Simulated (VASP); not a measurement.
BN (lda):

```
B N
1.0
     2.52269    0.00000    0.00000
    -1.26135    2.18472    0.00000
     0.00000    0.00000    4.17433
B N
2 2
Direct
  0.33333 0.66667 0.99980
  0.66667 0.33333 0.49980
  0.33333 0.66667 0.37420
  0.66667 0.33333 0.87420
```

Base run:

- Program: VASP 6.6.1
- Functional: LDA
- Potentials or basis: VASP PAW LDA potentials, release 64 (B, N)
- Cutoff: 520 eV
- k mesh: 9 × 9 × 6
- Occupations: gaussian, width 0.01 eV
- Spin: no spin polarisation

Its results: band gap on the k mesh 4.90 eV, indirect (least direct gap 8.28 eV); pressure 1.2 GPa; largest force 0.003 eV/Å.

Problem. The run is repeated on the same cell with these changes: potentials or basis from VASP PAW LDA potentials, release 64 (B, N) to VASP PAW LDA potentials, release 64 (B_h, N_h); cutoff from 520 eV to 910 eV. What comes out?

Solution. Band gap on the k mesh 4.91 eV, indirect (least direct gap 8.28 eV); pressure 0.7 GPa; largest force 0.003 eV/Å.

Caveats: the cutoff is under 1.25 times the usual one of these potentials, so pressure, stress and relaxed cells hold a basis-set (Pulay) error (some runs).

A k mesh can miss the band edges.
